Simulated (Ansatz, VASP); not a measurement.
Two plane-wave programs on ScAl

Contents of INCAR:

```
ALGO = Fast
EDIFF = 1E-7
ENCUT = 520
GGA = CA
ISIF = 2
ISMEAR = -1
LASPH = True
LCHARG = False
LREAL = False
LWAVE = False
NBANDS = 14
NELM = 60
PREC = Accurate
SIGMA = 0.02
```

KPOINTS

```
k-points
0
Gamma
  14 14 14
```

The input POSCAR:

```
ScAl
1.0
    3.3703489700      0.0000000000      0.0000000000
    0.0000000000      3.3703489700      0.0000000000
    0.0000000000      0.0000000000      3.3703489700
Sc Al
1 1
Direct
    0.5000000000      0.5000000000      0.6112644427
    0.0000000000      0.0000000000      0.0000000000
```

Input for Ansatz:

```yaml
crystal:
  lattice:
    - [3.37034897, 0.0, 0.0]
    - [0.0, 3.37034897, 0.0]
    - [0.0, 0.0, 3.37034897]
  atoms:
    - { symbol: Sc, position: [0.5, 0.5, 0.6112644427] }
    - { symbol: Al, position: [0.0, 0.0, 0.0] }
basis:
  ecutwfc: 420
kpoints:
  mp_grid: { grid: [14, 14, 14] }
hamiltonian:
  xc: lda
scf:
  occupations: { method: fermi_dirac, width: 0.02 }
output:
  forces: true
  stress: true
  eigenvalues: true
```

Change from the starting cell: all Sc atoms moved +0.375 Å, as atom 1 along Cartesian [0 0 1].

Alike in both runs: task single point; functional LDA; k mesh 14 × 14 × 14; occupations fermi-dirac, width 0.02 eV; no spin polarisation.

|  | VASP | Ansatz |
| --- | --- | --- |
| version | VASP 6.6.1 | Ansatz 0.2.0 |
| potentials or method | VASP PAW LDA potentials, release 64 (Sc_sv, Al), cutoff 520 eV | scalar-relativistic, plane waves, PAW |
| valence electrons in the cell | 14 | 14 |

```csv
,VASP,Ansatz,Ansatz less VASP
gap on the k mesh at the Fermi level (eV),none,none,-
pressure (GPa),-0.7,-0.8,-0.17
"traceless stress, the component that is largest in VASP (GPa)",-1.57,-1.53,+0.035
rms of the force components (eV/Å),0.970,0.964,-0.0064
```

LDA's correlation is that of Perdew and Zunger in VASP and of Perdew and Wang (1992) in Ansatz. Atom by atom the forces differ by 0.006 eV/Å (rms over components). A gap of «none» marks a metal or a gap that the smearing closes.
